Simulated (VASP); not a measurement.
# TePb (rocksalt type) (Fm-3m) in VASP: notebook

The runs below take TePb (rocksalt type) through single point, with LDA.

Everything below comes from runs of VASP 6.6.1. Logs are shortened: lines on timing, memory, paths and dates and some standing lists are left out, and cuts for length are marked.

## (1) The cell of the first run

The structure is cubic, space group Fm-3m (No. 225). The conventional cell has a = 6.381 Å, b = 6.381 Å, c = 6.381 Å, α = 90.00°, β = 90.00°, γ = 90.00°. Within 4.2 Å of Pb (site symmetry m-3m) lie 6 Te at 3.19 Å. Te (site symmetry m-3m) has 6 Pb at 3.19 Å within 4.2 Å.

## (2) Single point, LDA (32.48 Å³/atom)

The input, INCAR:

```
  PREC = Accurate
  ENCUT = 500
  EDIFF = 1E-6
  ISMEAR = -1
  SIGMA = 0.08
  LREAL = F
  LASPH = T
  NELM = 120
  ALGO = Normal
  ISIF = 2
  LWAVE = F
  LCHARG = T
  GGA = CA
  LELF = T
  LVHAR = T
  NBANDS = 17
  GGA_COMPAT = F
```

The input, KPOINTS:

```
Automatic mesh
0
Gamma
  12 12 12
```

The input, POSCAR:

```
TePb
1.0
    0.0000000000      3.1904605225      3.1904605225
    3.1904605225      0.0000000000      3.1904605225
    3.1904605225      3.1904605225      0.0000000000
Pb Te
1 1
Direct
    0.0000000000      0.0000000000      0.0000000000
    0.5000000000      0.5000000000      0.5000000000
```

Potentials or basis: VASP PAW LDA potentials, release 64 (Pb_d, Te).

The run is started by

```bash
> cat potpaw_LDA.64/Pb_d/POTCAR potpaw_LDA.64/Te/POTCAR > POTCAR
> mpirun -np 1 vasp_std > vasp.out
```

OUTCAR:

```text
PREC = Accurate
   ENCUT = 500
   EDIFF = 1E-6
   ISMEAR = -1
   LREAL = F
   LASPH = T
   NELM = 120
   ISIF = 2
   GGA = CA

 ion  position               nearest neighbor table
   1  0.000  0.000  0.000-   2 3.19   2 3.19   2 3.19   2 3.19   2 3.19   2 3.19
   2  0.500  0.500  0.500-   1 3.19   1 3.19   1 3.19   1 3.19   1 3.19   1 3.19

  LATTYP: Found a face centered cubic cell.
 ALAT       =     6.3809210450

  Lattice vectors:

 A1 = (   0.0000000000,   3.1904605225,   3.1904605225)
 A2 = (   3.1904605225,   0.0000000000,   3.1904605225)
 A3 = (   3.1904605225,   3.1904605225,   0.0000000000)

Analysis of symmetry for initial positions (statically):
=====================================================================
 Subroutine PRICEL returns:
 Original cell was already a primitive cell.

 Routine SETGRP: Setting up the symmetry group for a
 face centered cubic supercell.

 Subroutine GETGRP returns: Found 48 space group operations
 (whereof 48 operations were pure point group operations)
 out of a pool of 48 trial point group operations.

The static configuration has the point symmetry O_h .

Analysis of symmetry for dynamics (positions and initial velocities):
=====================================================================
 Subroutine PRICEL returns:
 Original cell was already a primitive cell.

 Routine SETGRP: Setting up the symmetry group for a
 face centered cubic supercell.

 Subroutine GETGRP returns: Found 48 space group operations
 (whereof 48 operations were pure point group operations)
 out of a pool of 48 trial point group operations.

The dynamic configuration has the point symmetry O_h .

 Subroutine INISYM returns: Found 48 space group operations
 (whereof 48 operations are pure point group operations),
 and found     1 'primitive' translations

----------------------------------------------------------------------------------------

                                     Primitive cell

  volume of cell :      64.9516

  direct lattice vectors                    reciprocal lattice vectors
     0.000000000  3.190460523  3.190460523    -0.156717188  0.156717188  0.156717188
     3.190460523  0.000000000  3.190460523     0.156717188 -0.156717188  0.156717188
     3.190460523  3.190460523  0.000000000     0.156717188  0.156717188 -0.156717188

  length of vectors
     4.511992541  4.511992541  4.511992541     0.271442131  0.271442131  0.271442131

  position of ions in fractional coordinates (direct lattice)
     0.000000000  0.000000000  0.000000000
     0.500000000  0.500000000  0.500000000

  ion indices of the primitive-cell ions
   primitive index   ion index
                 1           1
                 2           2

----------------------------------------------------------------------------------------

 KPOINTS: Automatic mesh

Automatic generation of k-mesh.
 Grid dimensions read from file:
 generate k-points for:   12   12   12

 Generating k-lattice:

  Cartesian coordinates                     Fractional coordinates (reciprocal lattice)
    -0.013059766  0.013059766  0.013059766     0.083333333  0.000000000  0.000000000
     0.013059766 -0.013059766  0.013059766     0.000000000  0.083333333  0.000000000
     0.013059766  0.013059766 -0.013059766     0.000000000  0.000000000  0.083333333

  Length of vectors
     0.022620178  0.022620178  0.022620178

  Shift w.r.t. Gamma in fractional coordinates (k-lattice)
     0.000000000  0.000000000  0.000000000

 Subroutine IBZKPT returns following result:
 ===========================================

 Found     72 irreducible k-points:

 Following reciprocal coordinates:
            Coordinates               Weight
  0.000000  0.000000  0.000000      1.000000
  0.083333  0.000000  0.000000      8.000000
  0.166667  0.000000  0.000000      8.000000
  0.250000  0.000000  0.000000      8.000000
  0.333333  0.000000  0.000000      8.000000
  0.416667  0.000000  0.000000      8.000000
[... 16 lines left out ...]
  0.500000  0.166667  0.000000     24.000000
 -0.416667  0.166667  0.000000     24.000000
 [... further k-points ...]
   k-points           NKPTS =     72   k-points in BZ     NKDIM =     72   number of bands    NBANDS=     17
   number of dos      NEDOS =    301   number of ions     NIONS =      2
   total plane-waves  NPLWV =  46656
   dimension x,y,z NGX =    36 NGY =   36 NGZ =   36
   dimension x,y,z NGXF=    72 NGYF=   72 NGZF=   72
   ions per type =               1   1
   NGX,Y,Z   is equivalent  to a cutoff of  13.26, 13.26, 13.26 a.u.
   NGXF,Y,Z  is equivalent  to a cutoff of  26.53, 26.53, 26.53 a.u.
 SYSTEM =  unknown system
   PREC   = accura    normal or accurate (medium, high low for compatibility)
   ISTART =      0    job   : 0-new  1-cont  2-samecut
   ICHARG =      2    charge: 1-file 2-atom 10-const
   ISPIN  =      1    spin polarized calculation?
   LNONCOLLINEAR =      F non collinear calculations
   LSORBIT =      F    spin-orbit coupling
   LASPH  =      T    aspherical Exc in radial PAW
   ENCUT  =  500.0 eV  36.75 Ry    6.06 a.u.   8.23  8.23  8.23*2*pi/ulx,y,z
   NELM   =    120;   NELMIN=  2; NELMDL= -5     # of ELM steps
   EDIFF  = 0.1E-05   stopping-criterion for ELM
   LREAL  =      F    real-space projection
   EDIFFG = 0.1E-04   stopping-criterion for IOM
   NSW    =      0    number of steps for IOM
   IBRION =     -1    ionic relax: 0-MD 1-quasi-New 2-CG
   NFREE  =      0    steps in history (QN), initial steepest desc. (CG)
   ISIF   =      2    stress and relaxation
   ISYM   =      2    0-nonsym 1-usesym 2-fastsym
   POTIM  = 0.5000    time-step for ionic-motion
   TEBEG  =    0.0;   TEEND  =   0.0 temperature during run
   PSTRESS=    0.0 pullay stress
   NELECT =      20.0000    total number of electrons
   NUPDOWN=      -1.0000    fix difference up-down
   EMIN   =  10.00;   EMAX   =-10.00  energy-range for DOS
   EFERMI =   0.00;   METHOD = LEGACY
   ISMEAR =    -1;   SIGMA  =   0.08  broadening in eV -4-tet -1-fermi 0-gaus
   EFERMI_NEDOS =   21; number of points for ismear=-14 and -15
   IALGO  =     38    algorithm
   IMIX   =      4    mixing-type and parameters
     AMIX     =   0.40;   BMIX     =  1.00
     AMIX_MAG =   1.60;   BMIX_MAG =  1.00
  volume/ion in A,a.u.               =      32.48       219.16
  Fermi-wavevector in a.u.,A,eV,Ry     =   1.105490  2.089073 16.627788  1.222108
  Thomas-Fermi vector in A             =   2.241978
   LORBIT       =      0    0 simple, 1 ext, 2 COOP (PROOUT), +10 PAW based schemes
   GGA     = CA    functional components
   LHFCALC =     F    Hartree Fock is set to
   AEXX    =    0.0000 exact exchange contribution
   IVDW    =     0    specifies the selected vdW correction
   LEPSILON=     F    determine dielectric tensor
   LRPA    =     F    only Hartree local field effects (RPA)
 non-spin polarized calculation
  energy-cutoff  :      500.00
  volume of cell :       64.95
 maximum number of plane-waves:      1676
 NGX is ok and might be reduce to    36
   NGX = 17   NGY = 17   NGZ = 17

 number of electron      19.9999999 magnetization

 Free energy of the ion-electron system (eV)
  ---------------------------------------------------
  ext. energy  EPLUGINS =         0.00000000
  ---------------------------------------------------
  free energy    TOTEN  =        -8.77510579 eV

  energy without entropy =       -8.77485815  energy(sigma->0) =       -8.77498197

 E-fermi :   6.2336     XC(G=0):  -9.7413

 val. band max:        5.9263745094   @ k =   0.5000   0.0000   0.0000
 cond. band min:       6.4812282563   @ k =   0.5000   0.0000   0.0000
 fundamental gap:      0.5548537469
 Fermi energy:         6.2335852618

 k-point     1 :       0.0000    0.0000    0.0000
  band No.  band energies     occupation
      1     -10.8197      2.00000
      2     -10.8197      2.00000
      3     -10.8028      2.00000
      4     -10.8028      2.00000
      5     -10.8028      2.00000
      6      -6.4589      2.00000
[... 9 lines left out ...]
     16      11.6122      0.00000
     17      13.0501      0.00000

 k-point     2 :       0.0833    0.0000    0.0000
  band No.  band energies     occupation
      1     -10.8207      2.00000
      2     -10.8207      2.00000
      3     -10.8026      2.00000
      4     -10.8017      2.00000
      5     -10.8017      2.00000
      6      -6.3959      2.00000
[... 9 lines left out ...]
     16      11.7510      0.00000
     17      13.6400      0.00000

 k-point     3 :       0.1667    0.0000    0.0000
  band No.  band energies     occupation
      1     -10.8236      2.00000
      2     -10.8236      2.00000
      3     -10.8021      2.00000
      4     -10.7983      2.00000
      5     -10.7983      2.00000
      6      -6.2095      2.00000
[... 9 lines left out ...]
     16      12.1317      0.00000
     17      14.8453      0.00000

 k-point     4 :       0.2500    0.0000    0.0000
  band No.  band energies     occupation
      1     -10.8281      2.00000
      2     -10.8281      2.00000
      3     -10.8015      2.00000
      4     -10.7933      2.00000
      5     -10.7933      2.00000
      6      -5.9100      2.00000
[... 9 lines left out ...]
     16      12.7275      0.00000
     17      16.2513      0.00000
[... 343 lines left out ...]
      1     -10.8514      2.00000
      2     -10.8246      2.00000
      3     -10.8024      2.00000
      4     -10.7870      2.00000
      5     -10.7819      2.00000
      6      -5.2071      2.00000
[... 9 lines left out ...]
     16      15.1802      0.00000
     17      15.9789      0.00000

 k-point    23 :       0.5000    0.1667    0.0000
  band No.  band energies     occupation
      1     -10.8516      2.00000
      2     -10.8293      2.00000
      3     -10.7993      2.00000
      4     -10.7862      2.00000
      5     -10.7805      2.00000
      6      -4.8732      2.00000
[... 9 lines left out ...]
     16      15.2896      0.00000
     17      15.8286      0.00000

 k-point    24 :      -0.4167    0.1667    0.0000
  band No.  band energies     occupation
      1     -10.8482      2.00000
      2     -10.8328      2.00000
      3     -10.7972      2.00000
      4     -10.7863      2.00000
      5     -10.7819      2.00000
      6      -4.8069      2.00000
[... 9 lines left out ...]
     16      14.3223      0.00000
     17      16.6227      0.00000

 [... further k-points ...]

------------------------ aborting loop because EDIFF is reached ----------------------------------------

  FORCE on cell =-STRESS in cart. coord.  units (eV):
  Direction    XX          YY          ZZ          XY          YZ          ZX
  --------------------------------------------------------------------------------------
  -------------------------------------------------------------------------------------
  Total        0.0211663      0.0211663      0.0211663     -0.0000000      0.0000000     -0.0000000
  in kB        0.5221138      0.5221138      0.5221138     -0.0000000      0.0000000     -0.0000000
  external PRESSURE =       0.5221138 kB  Pullay stress =       0.0000000 kB

 VOLUME and BASIS-vectors are now :
 -----------------------------------------------------------------------------
  energy-cutoff  :      500.00
  volume of cell :       64.95
      direct lattice vectors                 reciprocal lattice vectors
     0.000000000  3.190460523  3.190460523    -0.156717188  0.156717188  0.156717188
     3.190460523  0.000000000  3.190460523     0.156717188 -0.156717188  0.156717188
     3.190460523  3.190460523  0.000000000     0.156717188  0.156717188 -0.156717188

 POSITION                                       TOTAL-FORCE (eV/Angst)
 -----------------------------------------------------------------------------------
      0.00000      0.00000      0.00000         0.000000     -0.000000     -0.000000
      3.19046      3.19046      3.19046        -0.000000      0.000000      0.000000
 -----------------------------------------------------------------------------------
    total drift:                               -0.000000      0.000000      0.000000

  FREE ENERGIE OF THE ION-ELECTRON SYSTEM (eV)
  ---------------------------------------------------
  free  energy   TOTEN  =        -8.7751057916 eV

  energy  without entropy=       -8.7748581508  energy(sigma->0) =       -8.77498197
```

It took 30 s on 1 thread of Intel Xeon 6975P-C (Granite Rapids), shared host; peak memory 0.21 GiB.

What came out:

| Item | Value |
| --- | --- |
| Free energy | -8.7751 eV |
| Pressure | 0.1 GPa |
| Band gap on the k mesh | 0.55 eV |

Caveat: spin-orbit coupling is left out, which moves the levels of the heavy elements. A k mesh can miss the band edges.

## (3) Single point, LDA (32.48 Å³/atom)

The input, INCAR:

```
SYSTEM = TePb
PREC = Accurate ; ENCUT = 500
EDIFF = 1E-6 ; ISMEAR = -1
SIGMA = 0.08 ; LREAL = .False.
LASPH = .True. ; NELM = 120
ALGO = Normal ; ISIF = 2
LWAVE = .False. ; LCHARG = .True.
GGA = CA ; LELF = .True.
LVHAR = .True. ; NBANDS = 17
GGA_COMPAT = .False.
```

The input, KPOINTS:

```
regular mesh
0
Gamma
  12 12 12
  0 0 0
```

POSCAR is that of step 2.

Potentials or basis: VASP PAW LDA potentials, release 64 (Pb_d, Te).

The run is started by

```bash
> cat potpaw_LDA.64/Pb_d/POTCAR potpaw_LDA.64/Te/POTCAR > POTCAR
> mpirun -np 1 vasp_std > vasp.out
```

OUTCAR:

```text
SYSTEM = TePb
   PREC = Accurate
   ENCUT = 500
   EDIFF = 1E-6
   ISMEAR = -1
   LREAL = .False.
   LASPH = .True.
   NELM = 120
   ISIF = 2
   GGA = CA

 ion  position               nearest neighbor table
   1  0.000  0.000  0.000-   2 3.19   2 3.19   2 3.19   2 3.19   2 3.19   2 3.19
   2  0.500  0.500  0.500-   1 3.19   1 3.19   1 3.19   1 3.19   1 3.19   1 3.19

  LATTYP: Found a face centered cubic cell.
 ALAT       =     6.3809210450

  Lattice vectors:

 A1 = (   0.0000000000,   3.1904605225,   3.1904605225)
 A2 = (   3.1904605225,   0.0000000000,   3.1904605225)
 A3 = (   3.1904605225,   3.1904605225,   0.0000000000)

Analysis of symmetry for initial positions (statically):
=====================================================================
 Subroutine PRICEL returns:
 Original cell was already a primitive cell.

 Routine SETGRP: Setting up the symmetry group for a
 face centered cubic supercell.

 Subroutine GETGRP returns: Found 48 space group operations
 (whereof 48 operations were pure point group operations)
 out of a pool of 48 trial point group operations.

The static configuration has the point symmetry O_h .

Analysis of symmetry for dynamics (positions and initial velocities):
=====================================================================
 Subroutine PRICEL returns:
 Original cell was already a primitive cell.

 Routine SETGRP: Setting up the symmetry group for a
 face centered cubic supercell.

 Subroutine GETGRP returns: Found 48 space group operations
 (whereof 48 operations were pure point group operations)
 out of a pool of 48 trial point group operations.

The dynamic configuration has the point symmetry O_h .

 Subroutine INISYM returns: Found 48 space group operations
 (whereof 48 operations are pure point group operations),
 and found     1 'primitive' translations

----------------------------------------------------------------------------------------
[... 110 lines left out ...]
   IALGO  =     38    algorithm
   IMIX   =      4    mixing-type and parameters
     AMIX     =   0.40;   BMIX     =  1.00
     AMIX_MAG =   1.60;   BMIX_MAG =  1.00
  volume/ion in A,a.u.               =      32.48       219.16
  Fermi-wavevector in a.u.,A,eV,Ry     =   1.105490  2.089073 16.627788  1.222108
  Thomas-Fermi vector in A             =   2.241978
   LORBIT       =      0    0 simple, 1 ext, 2 COOP (PROOUT), +10 PAW based schemes
   GGA     = CA    functional components
   LHFCALC =     F    Hartree Fock is set to
   AEXX    =    0.0000 exact exchange contribution
   IVDW    =     0    specifies the selected vdW correction
   LEPSILON=     F    determine dielectric tensor
   LRPA    =     F    only Hartree local field effects (RPA)
 non-spin polarized calculation
  energy-cutoff  :      500.00
  volume of cell :       64.95
 maximum number of plane-waves:      1676
 NGX is ok and might be reduce to    36
   NGX = 17   NGY = 17   NGZ = 17

 number of electron      19.9999999 magnetization

 Free energy of the ion-electron system (eV)
  ---------------------------------------------------
  ext. energy  EPLUGINS =         0.00000000
  ---------------------------------------------------
  free energy    TOTEN  =        -8.77510579 eV

  energy without entropy =       -8.77485815  energy(sigma->0) =       -8.77498197

 E-fermi :   6.2336     XC(G=0):  -9.7413

 val. band max:        5.9263745094   @ k =   0.5000   0.0000   0.0000
 cond. band min:       6.4812282563   @ k =   0.5000   0.0000   0.0000
 fundamental gap:      0.5548537469
 Fermi energy:         6.2335852618

 k-point     1 :       0.0000    0.0000    0.0000
  band No.  band energies     occupation
      1     -10.8197      2.00000
      2     -10.8197      2.00000
      3     -10.8028      2.00000
      4     -10.8028      2.00000
      5     -10.8028      2.00000
      6      -6.4589      2.00000
[... 457 lines left out ...]
      4     -10.7863      2.00000
      5     -10.7819      2.00000
      6      -4.8069      2.00000
[... 9 lines left out ...]
     16      14.3223      0.00000
     17      16.6227      0.00000

 [... further k-points ...]

------------------------ aborting loop because EDIFF is reached ----------------------------------------

  FORCE on cell =-STRESS in cart. coord.  units (eV):
  Direction    XX          YY          ZZ          XY          YZ          ZX
  --------------------------------------------------------------------------------------
  -------------------------------------------------------------------------------------
  Total        0.0211663      0.0211663      0.0211663     -0.0000000      0.0000000     -0.0000000
  in kB        0.5221138      0.5221138      0.5221138     -0.0000000      0.0000000     -0.0000000
  external PRESSURE =       0.5221138 kB  Pullay stress =       0.0000000 kB

 VOLUME and BASIS-vectors are now :
 -----------------------------------------------------------------------------
  energy-cutoff  :      500.00
  volume of cell :       64.95
      direct lattice vectors                 reciprocal lattice vectors
     0.000000000  3.190460523  3.190460523    -0.156717188  0.156717188  0.156717188
     3.190460523  0.000000000  3.190460523     0.156717188 -0.156717188  0.156717188
     3.190460523  3.190460523  0.000000000     0.156717188  0.156717188 -0.156717188

 POSITION                                       TOTAL-FORCE (eV/Angst)
 -----------------------------------------------------------------------------------
      0.00000      0.00000      0.00000         0.000000     -0.000000     -0.000000
      3.19046      3.19046      3.19046        -0.000000      0.000000      0.000000
 -----------------------------------------------------------------------------------
    total drift:                               -0.000000      0.000000      0.000000

  FREE ENERGIE OF THE ION-ELECTRON SYSTEM (eV)
  ---------------------------------------------------
  free  energy   TOTEN  =        -8.7751057916 eV

  energy  without entropy=       -8.7748581508  energy(sigma->0) =       -8.77498197
```

OSZICAR:

```text
N       E                     dE             d eps       ncg     rms          rms(c)
DAV:   1     0.149362400858E+03    0.14936E+03   -0.91087E+03  2456   0.111E+03
DAV:   2     0.149384500218E+01   -0.14787E+03   -0.14344E+03  2566   0.289E+02
DAV:   3    -0.860975104788E+01   -0.10104E+02   -0.10040E+02  3212   0.830E+01
DAV:   4    -0.887937917241E+01   -0.26963E+00   -0.26948E+00  3109   0.152E+01
DAV:   5    -0.889024459585E+01   -0.10865E-01   -0.10865E-01  3526   0.269E+00    0.364E+00
DAV:   6    -0.878330960786E+01    0.10693E+00   -0.22362E-01  3596   0.354E+00    0.227E+00
DAV:   7    -0.877583167248E+01    0.74779E-02   -0.63391E-02  3364   0.128E+00    0.907E-01
DAV:   8    -0.877517850447E+01    0.65317E-03   -0.73427E-03  3145   0.829E-01    0.104E-01
DAV:   9    -0.877510915903E+01    0.69345E-04   -0.89506E-04  3721   0.284E-01    0.329E-02
DAV:  10    -0.877510504610E+01    0.41129E-05   -0.56951E-05  3206   0.576E-02    0.237E-02
DAV:  11    -0.877510569666E+01   -0.65056E-06   -0.12328E-05  3394   0.209E-02    0.824E-03
DAV:  12    -0.877510579155E+01   -0.94893E-07   -0.87071E-07  1755   0.102E-02
   1 F= -.87751058E+01 E0= -.87749820E+01  d E =-.247641E-03
```

It took 30 s on 1 thread of Intel Xeon 6975P-C (Granite Rapids), shared host; peak memory 0.21 GiB.

What came out:

```yaml
Free_energy: -8.7751 eV
Pressure: 0.1 GPa
Band_gap_on_the_k_mesh: 0.55 eV
```

Caveat: spin-orbit coupling is left out, which moves the levels of the heavy elements. A k mesh can miss the band edges.
